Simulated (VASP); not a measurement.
# AlGaN2 (P-4m2) in VASP: further runs

AlGaN2 is run at these levels: r2SCAN; tasks: single point.

Everything below comes from runs of VASP 6.6.1. Logs are shortened: lines on timing, memory, paths and dates and some standing lists are left out, and cuts for length are marked.

### Step 1. The cell of the first run

It takes space group P-4m2 (No. 115, tetragonal). The conventional cell has a = 3.139 Å, b = 3.139 Å, c = 8.845 Å, α = 90.00°, β = 90.00°, γ = 90.00°. Within 2.3 Å of Al (site symmetry -4m2) lie 4 N at 1.76 Å. Al (site symmetry -4m2) has 4 N at 2.05 Å within 2.7 Å. Within 2.4 Å of Ga (site symmetry 2mm) lie 4 N at 1.78 to 2.15 Å. Within 2.3 Å of N (site symmetry 2mm) lie 2 Al at 1.76 Å and 2 Ga at 2.15 Å. Within 2.4 Å of N (site symmetry 2mm) lie 2 Ga at 1.78 Å and 2 Al at 2.05 Å.

### Step 2. Single point, r2SCAN (mode 23 (742.2 1/cm) frozen in, largest displacement +0.263 Å)

POSCAR

```
AlGaN2
1.0
    3.1385264188      0.0000000000      0.0000000000
    0.0000000000      3.1385264188      0.0000000000
    0.0000000000      0.0000000000      8.8447134538
Al Ga N
2 2 4
Direct
    0.5000000000      0.5000000000      0.2500000000
    0.5000000000      0.5000000000      0.7500000000
    0.0000000000      0.0000000000     -0.0065906234
    0.0000000000      0.0000000000      0.5065906234
    0.5000000000      0.0000000000      0.3398628397
    0.5000000000      0.0000000000      0.8992203307
    0.0000000000      0.5000000000      0.1601371603
    0.0000000000      0.5000000000      0.6007796693
```

INCAR.step1

```
PREC = Accurate
ENCUT = 520
ISMEAR = 0
SIGMA = 0.05
LREAL = F
LASPH = T
NELM = 80
NBANDS = 36
GGA = PE
ALGO = Normal
EDIFF = 1E-4
LWAVE = T
LCHARG = F
```

INCAR.step2

```
PREC = Accurate
ENCUT = 520
EDIFF = 1E-6
ISMEAR = 0
SIGMA = 0.05
LREAL = F
LASPH = T
NELM = 80
ALGO = Normal
ISIF = 2
LWAVE = F
LCHARG = T
METAGGA = R2SCAN
LMIXTAU = T
LELF = T
LVHAR = T
NBANDS = 36
ISTART = 1
```

KPOINTS

```
Automatic mesh
0
Gamma
  8 8 4
```

Potentials or basis: VASP PAW PBE potentials, release 64 (Al, Ga_d, N).

The run is started by

```console
$ cat potpaw_PBE.64/Al/POTCAR potpaw_PBE.64/Ga_d/POTCAR potpaw_PBE.64/N/POTCAR > POTCAR
$ cp INCAR.step1 INCAR
$ mpirun -np 1 vasp_std > vasp.out
$ cp INCAR.step2 INCAR
$ mpirun -np 1 vasp_std > vasp.out
```

OUTCAR:

```text
PREC = Accurate
   ENCUT = 520
   EDIFF = 1E-6
   ISMEAR = 0
   LREAL = F
   LASPH = T
   NELM = 80
   ISIF = 2
   METAGGA = R2SCAN
   ISTART = 1

 ion  position               nearest neighbor table
   1  0.500  0.500  0.250-   5 1.76   7 1.76   5 1.76   7 1.76
   2  0.500  0.500  0.750-   6 2.05   8 2.05   6 2.05   8 2.05   3 3.09   4 3.09   3 3.09   3 3.09
                             4 3.09   4 3.09   3 3.09   4 3.09
   3  0.000  0.000  0.993-   6 1.78   6 1.78   7 2.15   7 2.15   2 3.09   2 3.09   2 3.09   2 3.09

   4  0.000  0.000  0.507-   8 1.78   8 1.78   5 2.15   5 2.15   2 3.09   2 3.09   2 3.09   2 3.09

   5  0.500  0.000  0.340-   1 1.76   1 1.76   4 2.15   4 2.15
   6  0.500  0.000  0.899-   3 1.78   3 1.78   2 2.05   2 2.05
   7  0.000  0.500  0.160-   1 1.76   1 1.76   3 2.15   3 2.15
   8  0.000  0.500  0.601-   4 1.78   4 1.78   2 2.05   2 2.05

  LATTYP: Found a simple tetragonal cell.
 ALAT       =     3.1385264188
 C/A-ratio  =     2.8181102446

  Lattice vectors:

 A1 = (   3.1385264188,   0.0000000000,   0.0000000000)
 A2 = (   0.0000000000,   3.1385264188,   0.0000000000)
 A3 = (   0.0000000000,   0.0000000000,   8.8447134538)

Analysis of symmetry for initial positions (statically):
=====================================================================
 Subroutine PRICEL returns:
 Original cell was already a primitive cell.

 Routine SETGRP: Setting up the symmetry group for a
 simple tetragonal supercell.

 Subroutine GETGRP returns: Found  8 space group operations
 (whereof  4 operations were pure point group operations)
 out of a pool of 16 trial point group operations.

The static configuration has the point symmetry C_2v.
 The point group associated with its full space group is D_2d.

Analysis of symmetry for dynamics (positions and initial velocities):
=====================================================================
 Subroutine PRICEL returns:
 Original cell was already a primitive cell.

 Routine SETGRP: Setting up the symmetry group for a
 simple tetragonal supercell.

 Subroutine GETGRP returns: Found  8 space group operations
 (whereof  4 operations were pure point group operations)
 out of a pool of 16 trial point group operations.

The dynamic configuration has the point symmetry C_2v.
 The point group associated with its full space group is D_2d.

 Subroutine INISYM returns: Found  8 space group operations
 (whereof  4 operations are pure point group operations),
 and found     1 'primitive' translations

----------------------------------------------------------------------------------------

                                     Primitive cell

  volume of cell :      87.1235

  direct lattice vectors                    reciprocal lattice vectors
     3.138526419  0.000000000  0.000000000     0.318620864  0.000000000  0.000000000
     0.000000000  3.138526419  0.000000000     0.000000000  0.318620864  0.000000000
     0.000000000  0.000000000  8.844713454     0.000000000  0.000000000  0.113061888

  length of vectors
     3.138526419  3.138526419  8.844713454     0.318620864  0.318620864  0.113061888

  position of ions in fractional coordinates (direct lattice)
     0.500000000  0.500000000  0.250000000
     0.500000000  0.500000000  0.750000000
     0.000000000  0.000000000  0.993409377
     0.000000000  0.000000000  0.506590623
     0.500000000  0.000000000  0.339862840
     0.500000000  0.000000000  0.899220331
     0.000000000  0.500000000  0.160137160
     0.000000000  0.500000000  0.600779669

  ion indices of the primitive-cell ions
   primitive index   ion index
                 1           1
                 2           2
                 3           3
                 4           4
                 5           5
                 6           6
                 7           7
                 8           8

----------------------------------------------------------------------------------------

 KPOINTS: Automatic mesh

Automatic generation of k-mesh.
 Grid dimensions read from file:
 generate k-points for:    8    8    4

 Generating k-lattice:

  Cartesian coordinates                     Fractional coordinates (reciprocal lattice)
     0.039827608  0.000000000  0.000000000     0.125000000  0.000000000  0.000000000
     0.000000000  0.039827608  0.000000000     0.000000000  0.125000000  0.000000000
     0.000000000  0.000000000  0.028265472     0.000000000  0.000000000  0.250000000

  Length of vectors
     0.039827608  0.039827608  0.028265472

  Shift w.r.t. Gamma in fractional coordinates (k-lattice)
     0.000000000  0.000000000  0.000000000

 Subroutine IBZKPT returns following result:
 ===========================================

 Found     45 irreducible k-points:

 Following reciprocal coordinates:
            Coordinates               Weight
  0.000000  0.000000  0.000000      1.000000
  0.125000  0.000000  0.000000      4.000000
  0.250000  0.000000  0.000000      4.000000
  0.375000  0.000000  0.000000      4.000000
  0.500000  0.000000  0.000000      2.000000
  0.125000  0.125000  0.000000      4.000000
[... 16 lines left out ...]
  0.375000  0.125000  0.250000     16.000000
  0.500000  0.125000  0.250000      8.000000
 [... further k-points ...]
   k-points           NKPTS =     45   k-points in BZ     NKDIM =     45   number of bands    NBANDS=     36
   number of dos      NEDOS =    301   number of ions     NIONS =      8
   total plane-waves  NPLWV =  40320
   dimension x,y,z NGX =    24 NGY =   24 NGZ =   70
   dimension x,y,z NGXF=    48 NGYF=   48 NGZF=  140
   ions per type =               2   2   4
   NGX,Y,Z   is equivalent  to a cutoff of  12.71, 12.71, 13.16 a.u.
   NGXF,Y,Z  is equivalent  to a cutoff of  25.43, 25.43, 26.31 a.u.
 SYSTEM =  unknown system
   PREC   = accura    normal or accurate (medium, high low for compatibility)
   ISTART =      1    job   : 0-new  1-cont  2-samecut
   ICHARG =      0    charge: 1-file 2-atom 10-const
   ISPIN  =      1    spin polarized calculation?
   LNONCOLLINEAR =      F non collinear calculations
   LSORBIT =      F    spin-orbit coupling
   LASPH  =      T    aspherical Exc in radial PAW
   ENCUT  =  520.0 eV  38.22 Ry    6.18 a.u.   5.84  5.84 16.45*2*pi/ulx,y,z
   NELM   =     80;   NELMIN=  2; NELMDL=  0     # of ELM steps
   EDIFF  = 0.1E-05   stopping-criterion for ELM
   LREAL  =      F    real-space projection
   EDIFFG = 0.1E-04   stopping-criterion for IOM
   NSW    =      0    number of steps for IOM
   IBRION =     -1    ionic relax: 0-MD 1-quasi-New 2-CG
   NFREE  =      0    steps in history (QN), initial steepest desc. (CG)
   ISIF   =      2    stress and relaxation
   ISYM   =      2    0-nonsym 1-usesym 2-fastsym
   POTIM  = 0.5000    time-step for ionic-motion
   TEBEG  =    0.0;   TEEND  =   0.0 temperature during run
   PSTRESS=    0.0 pullay stress
   NELECT =      52.0000    total number of electrons
   NUPDOWN=      -1.0000    fix difference up-down
   EMIN   =  10.00;   EMAX   =-10.00  energy-range for DOS
   EFERMI =   0.00;   METHOD = LEGACY
   ISMEAR =     0;   SIGMA  =   0.05  broadening in eV -4-tet -1-fermi 0-gaus
   EFERMI_NEDOS =   21; number of points for ismear=-14 and -15
   IALGO  =     38    algorithm
   IMIX   =      4    mixing-type and parameters
     AMIX     =   0.40;   BMIX     =  1.00
     AMIX_MAG =   1.60;   BMIX_MAG =  1.00
  volume/ion in A,a.u.               =      10.89        73.49
  Fermi-wavevector in a.u.,A,eV,Ry     =   1.378365  2.604732 25.849565  1.899889
  Thomas-Fermi vector in A             =   2.503433
   LORBIT       =      0    0 simple, 1 ext, 2 COOP (PROOUT), +10 PAW based schemes
   METAGGA = R2SCAN    functional components
   LHFCALC =     F    Hartree Fock is set to
   AEXX    =    0.0000 exact exchange contribution
   IVDW    =     0    specifies the selected vdW correction
   LEPSILON=     F    determine dielectric tensor
   LRPA    =     F    only Hartree local field effects (RPA)
 non-spin polarized calculation
 Gauss-broadening in eV      SIGMA  =   0.05
  energy-cutoff  :      520.00
  volume of cell :       87.12
 maximum number of plane-waves:      2384
 NGX is ok and might be reduce to    24
   NGX = 11   NGY = 11   NGZ = 33

 number of electron      51.9999972 magnetization

 Free energy of the ion-electron system (eV)
  ---------------------------------------------------
  ext. energy  EPLUGINS =         0.00000000
  ---------------------------------------------------
  free energy    TOTEN  =       -77.91226895 eV

  energy without entropy =      -77.91226895  energy(sigma->0) =      -77.91226895

 E-fermi :   7.2173     XC(G=0): -12.0977

 val. band max:        6.9843525252   @ k =   0.0000   0.0000   0.0000
 cond. band min:       7.8602790233   @ k =   0.0000   0.0000   0.0000
 fundamental gap:      0.8759264982
 Fermi energy:         7.2172712448

 k-point     1 :       0.0000    0.0000    0.0000
  band No.  band energies     occupation
      1     -12.1076      2.00000
      2     -11.5620      2.00000
      3      -9.2023      2.00000
      4      -8.3784      2.00000
      5      -8.3784      2.00000
      6      -8.1075      2.00000
[... 28 lines left out ...]
     35      15.7289      0.00000
     36      16.3624      0.00000

 k-point     2 :       0.1250    0.0000    0.0000
  band No.  band energies     occupation
      1     -12.0047      2.00000
      2     -11.4924      2.00000
      3      -9.1051      2.00000
      4      -8.4010      2.00000
      5      -8.3759      2.00000
      6      -8.1272      2.00000
[... 28 lines left out ...]
     35      15.8074      0.00000
     36      16.6391      0.00000

 k-point     3 :       0.2500    0.0000    0.0000
  band No.  band energies     occupation
      1     -11.7430      2.00000
      2     -11.3281      2.00000
      3      -8.8595      2.00000
      4      -8.4104      2.00000
      5      -8.3698      2.00000
      6      -8.1403      2.00000
[... 28 lines left out ...]
     35      15.9081      0.00000
     36      16.9075      0.00000

 k-point     4 :       0.3750    0.0000    0.0000
  band No.  band energies     occupation
      1     -11.4530      2.00000
      2     -11.1832      2.00000
      3      -8.6400      2.00000
      4      -8.4083      2.00000
      5      -8.3637      2.00000
      6      -8.0672      2.00000
[... 28 lines left out ...]
     35      15.6496      0.00000
     36      15.9397      0.00000

 k-point     5 :       0.5000    0.0000    0.0000
  band No.  band energies     occupation
      1     -11.3124      2.00000
      2     -11.1427      2.00000
      3      -8.5814      2.00000
      4      -8.4040      2.00000
      5      -8.3612      2.00000
      6      -8.0446      2.00000
[... 655 lines left out ...]
 k-point    22 :       0.2500    0.1250    0.2500
  band No.  band energies     occupation
      1     -11.6446      2.00000
      2     -11.2679      2.00000
      3      -8.7854      2.00000
      4      -8.4057      2.00000
      5      -8.3710      2.00000
      6      -8.1662      2.00000
[... 28 lines left out ...]
     35      15.5410      0.00000
     36      16.1081      0.00000

 k-point    23 :       0.3750    0.1250    0.2500
  band No.  band energies     occupation
      1     -11.3639      2.00000
      2     -11.1242      2.00000
      3      -8.6011      2.00000
      4      -8.3959      2.00000
      5      -8.3661      2.00000
      6      -8.0951      2.00000
[... 28 lines left out ...]
     35      15.5587      0.00000
     36      16.0691      0.00000

 k-point    24 :       0.5000    0.1250    0.2500
  band No.  band energies     occupation
      1     -11.2254      2.00000
      2     -11.0867      2.00000
      3      -8.5552      2.00000
      4      -8.3901      2.00000
      5      -8.3646      2.00000
      6      -8.0649      2.00000
[... 28 lines left out ...]
     35      15.2811      0.00000
     36      16.1108      0.00000

 [... further k-points ...]
[... 5 lines left out ...]
  --------------------------------------------------------------------------------------
  -------------------------------------------------------------------------------------
  Total       11.1479226     11.1479226     -1.8554488      0.0000000      0.0000000      0.0000000
  in kB      205.0072330    205.0072330    -34.1211928      0.0000000      0.0000000      0.0000000
  external PRESSURE =     125.2977577 kB  Pullay stress =       0.0000000 kB

 VOLUME and BASIS-vectors are now :
 -----------------------------------------------------------------------------
  energy-cutoff  :      520.00
  volume of cell :       87.12
      direct lattice vectors                 reciprocal lattice vectors
     3.138526419  0.000000000  0.000000000     0.318620864  0.000000000  0.000000000
     0.000000000  3.138526419  0.000000000     0.000000000  0.318620864  0.000000000
     0.000000000  0.000000000  8.844713454     0.000000000  0.000000000  0.113061888

 POSITION                                       TOTAL-FORCE (eV/Angst)
 -----------------------------------------------------------------------------------
      1.56926      1.56926      2.21118         0.000000      0.000000      0.000000
      1.56926      1.56926      6.63354         0.000000      0.000000      0.000000
      0.00000      0.00000      8.78642         0.000000      0.000000      7.484094
      0.00000      0.00000      4.48065         0.000000      0.000000     -7.484094
      1.56926      0.00000      3.00599         0.000000      0.000000      6.636233
      1.56926      0.00000      7.95335         0.000000      0.000000     -7.030884
      0.00000      1.56926      1.41637         0.000000      0.000000     -6.636233
      0.00000      1.56926      5.31372         0.000000      0.000000      7.030884
 -----------------------------------------------------------------------------------
    total drift:                                0.000000      0.000000      0.000000

  FREE ENERGIE OF THE ION-ELECTRON SYSTEM (eV)
  ---------------------------------------------------
  free  energy   TOTEN  =       -77.9122689481 eV

  energy  without entropy=      -77.9122689481  energy(sigma->0) =      -77.91226895
```

It took 5.4 min on 1 thread of AMD EPYC 9R45 (Zen 5), shared host; peak memory 0.25 GiB.

Results:

```
Free energy            : -77.9123 eV
Pressure               : 12.5 GPa
Largest force          : 7.484 eV/Å
Band gap on the k mesh : 0.88 eV, direct
```

Forces in eV/Å, atoms in the order of the input:
```
Al   0.000  0.000  0.000
Al   0.000  0.000  0.000
Ga   0.000  0.000  7.484
Ga   0.000  0.000 -7.484
N    0.000  0.000  6.636
N    0.000  0.000 -7.031
N    0.000  0.000 -6.636
N    0.000  0.000  7.031
```

Caveat: the cell differs from its parent crystal (mode 23 (742.2 1/cm) frozen in, largest displacement +0.263 Å); the PAW data sets were made with another functional, which shifts forces and pressure a little. A k mesh can miss the band edges.

(Continued in part 2 of 2.)
